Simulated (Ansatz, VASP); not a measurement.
ZnS: VASP beside Ansatz

Contents of POSCAR:

```
ZnS
1.0
    3.6939511412      0.0000000000      0.0000000000
   -1.8469755706      3.1990555286      0.0000000000
    0.0000000000      0.0000000000      6.0610441024
Zn S
2 2
Direct
    0.3333333333      0.6666666667      0.0006237403
    0.6666666667      0.3333333333      0.5006237403
    0.3333333333      0.6666666667      0.3743762597
    0.6666666667      0.3333333333      0.8743762597
```

File INCAR.step1:

```
  ALGO = Normal
  EDIFF = 1E-4
  ENCUT = 520
  GGA = PE
  ISMEAR = 0
  LASPH = True
  LCHARG = False
  LREAL = False
  LWAVE = True
  NBANDS = 26
  NELM = 60
  PREC = Accurate
  SIGMA = 0.01
```

INCAR.step2

```
  ALGO = Normal
  EDIFF = 1E-6
  ENCUT = 520
  ISIF = 2
  ISMEAR = 0
  ISTART = 1
  LASPH = True
  LCHARG = False
  LMIXTAU = True
  LREAL = False
  LWAVE = False
  METAGGA = R2SCAN
  NBANDS = 26
  NELM = 60
  PREC = Accurate
  SIGMA = 0.01
```

The input KPOINTS:

```
k-points
0
Gamma
  12 12 4
```

Input for Ansatz:

```yaml
crystal:
  lattice:
    - [3.6939511412, 0.0, 0.0]
    - [-1.8469755706, 3.1990555286, 0.0]
    - [0.0, 0.0, 6.0610441024]
  atoms:
    - { symbol: Zn, position: [0.3333333333, 0.6666666667, 0.0006237403] }
    - { symbol: Zn, position: [0.6666666667, 0.3333333333, 0.5006237403] }
    - { symbol: S, position: [0.3333333333, 0.6666666667, 0.3743762597] }
    - { symbol: S, position: [0.6666666667, 0.3333333333, 0.8743762597] }
kpoints:
  mp_grid: { grid: [12, 12, 4] }
  band_path:
    path:
      - [0.0, 0.0, 0.0]
      - [0.5, 0.0, 0.0]
      - [0.3333333333, 0.3333333333, 0.0]
      - [0.0, 0.0, 0.5]
      - [0.5, 0.0, 0.5]
      - [0.3333333333, 0.3333333333, 0.5]
    npoints: 1
hamiltonian:
  xc: r2scan
scf:
  occupations: { method: fixed }
  n_extra_bands: 5
output:
  forces: true
  stress: true
  eigenvalues: true
  write_density: true
  write_potential: true
  elf: true
  volumetric_format: npy
```

Change from the starting cell: hydrostatic strain -2.9%.

Alike in both runs: task single point; functional r2SCAN; k mesh 12 × 12 × 4; no spin polarisation.

```csv
,VASP,Ansatz
version,VASP 6.6.1,Ansatz 0.2.0
potentials or method,"VASP PAW PBE potentials, release 64 (Zn, S)","plane waves, PAW"
plane-wave cutoff (eV),520,500
occupations,"gaussian, width 0.01 eV",fixed
valence electrons in the cell,36,36
```

|  | VASP | Ansatz | Ansatz less VASP |
| --- | --- | --- | --- |
| gap on the k mesh at the Fermi level (eV) | 3.23 | 3.21 | -0.017 |
| pressure (GPa) | 8.6 | 8.5 | -0.06 |
| traceless stress, the component that is largest in VASP (GPa) | 0.28 | 0.29 | +0.010 |
| rms of the force components (eV/Å) | 0.005 | 0.000 | -0.0050 |

VASP's potentials were made for PBE, not for r2SCAN. Atom by atom the forces differ by 0.005 eV/Å (rms over components).
